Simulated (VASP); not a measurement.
Wanted: the native input for a VASP 6.6.1 run.

```
Task                   : single point
Functional             : PBEsol
Potentials or basis    : VASP PAW PBE potentials, release 64 (Si, O)
Cutoff                 : 520 eV
k mesh                 : 6 × 6 × 4
Occupations            : gaussian, width 0.02 eV
Spin                   : no spin polarisation
Dipole correction      : no
Further INCAR settings : ALGO = Normal; EDIFF = 1e-06; NBANDS = 44
```

The structure of SiO2 lies in POSCAR:

```
SiO2
1.0
    5.0277814649      0.0000000000      0.0000000000
    0.0000000000      5.0277814649      0.0000000000
    0.0000000000      0.0000000000      7.0057292867
Si O
4 8
Direct
    0.2019639405      0.2019639405      0.0000000000
    0.2980360595      0.7019639405      0.7500000000
    0.7019639405      0.2980360595      0.2500000000
    0.7980360595      0.7980360595      0.5000000000
    0.6018611541      0.7395004254      0.6783646081
    0.3981388459      0.2604995746      0.1783646081
    0.7395004254      0.6018611541      0.3216353919
    0.2395004254      0.8981388459      0.9283646081
    0.2604995746      0.3981388459      0.8216353919
    0.1018611541      0.7604995746      0.5716353919
    0.8981388459      0.2395004254      0.0716353919
    0.7604995746      0.1018611541      0.4283646081
```

The input as run:

INCAR

```
SYSTEM = SiO2
PREC = Accurate
ENCUT = 520
EDIFF = 1E-6
ISMEAR = 0
SIGMA = 0.02
LREAL = .False.
LASPH = .True.
NELM = 80
ALGO = Normal
ISIF = 2
LWAVE = .False.
LCHARG = .True.
GGA = PS
LELF = .True.
LVHAR = .True.
NBANDS = 44
```

KPOINTS

```
regular mesh
0
Gamma
  6 6 4
  0 0 0
```

Potentials or basis: VASP PAW PBE potentials, release 64 (Si, O).

Launch:

```console
$ cat potpaw_PBE.64/Si/POTCAR potpaw_PBE.64/O/POTCAR > POTCAR
$ mpirun -np 1 vasp_std > vasp.out
```

It gave:

```
Pressure               : 0.5 GPa
Largest force          : 0.024 eV/Å
Band gap on the k mesh : 5.57 eV
```

Caveat: the PAW data sets were made with another functional, which shifts forces and pressure a little.

Run time: 7.8 min on 1 thread of Intel(R) Xeon(R) Platinum 8259CL CPU @ 2.50GHz (Skylake/Cascade Lake), with other jobs on the host, peak memory 0.37 GiB.
